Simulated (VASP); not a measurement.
AlFe:

```
CELL_PARAMETERS angstrom
2.87067 0.00000 0.00000
0.00000 2.87067 0.00000
0.00000 0.00000 2.87067
ATOMIC_POSITIONS crystal
Fe 0.50000 0.50000 0.50000
Al 0.00000 0.00000 0.00000
```

Base run:

- Program: VASP 6.6.1
- Functional: PBE
- Potentials or basis: VASP PAW PBE potentials, release 64 (Fe, Al)
- Cutoff: 520 eV
- k mesh: 9 × 9 × 9
- Occupations: fermi-dirac, width 0.05 eV
- Spin: collinear spin, ferromagnetic start
- Starting moments: [3.0, 0.0] μB

Its results: pressure 0.5 GPa; net moment 0.62 μB per cell; site moments Fe +0.66; Al -0.02 μB.

The run is repeated on the same cell with these changes: functional from PBE to LDA; potentials or basis from VASP PAW PBE potentials, release 64 (Fe, Al) to VASP PAW LDA potentials, release 64 (Fe, Al). What comes out?

Pressure -10.5 GPa; net moment 0.52 μB per cell; site moments Fe +0.54; Al -0.01 μB.
